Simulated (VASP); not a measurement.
Here is a VASP 6.6.1 calculation.

File INCAR:

```
SYSTEM = LaB
PREC     = Accurate       ! precision mode
ENCUT    = 520            ! plane-wave cutoff, eV
EDIFF    = 1E-7           ! SCF threshold, eV
ISMEAR   = 0              ! smearing method
SIGMA    = 0.05           ! smearing width, eV
LREAL    = .False.        ! projectors in reciprocal space
LASPH    = .True.         ! aspherical terms in the spheres
NELM     = 100            ! most SCF steps
ALGO     = Normal         ! electronic algorithm
ISIF     = 2              ! what is computed and relaxed
LWAVE    = .False.        ! write WAVECAR
LCHARG   = .False.        ! write CHGCAR
GGA      = PE             ! functional
NBANDS   = 14             ! bands
```

File KPOINTS:

```
Automatic mesh
0
Gamma
  10 10 10
  0 0 0
```

The input POSCAR:

```
LaB
1.0
    0.0000000000      2.8730999771      2.8730999771
    2.8730999771      0.0000000000      2.8730999771
    2.8730999771      2.8730999771      0.0000000000
La B
1 1
Direct
    0.5000000000      0.5000000000      0.5000000000
    0.0000000000      0.0000000000      0.0000000000
```

Potentials or basis: VASP PAW PBE potentials, release 64 (La, B).

The run is started by

```sh
$ cat potpaw_PBE.64/La/POTCAR potpaw_PBE.64/B/POTCAR > POTCAR
$ mpirun -np 1 vasp_std > vasp.out
```

**Question.** What does it give for the pressure?

**Answer.** -2.1 GPa.

**Question.** What does it give for the band gap on the k mesh?

**Answer.** Zero (bands 7 and 8 overlap by 1.86 eV).

Caveat: spin-orbit coupling is left out, which moves the levels of the heavy elements.
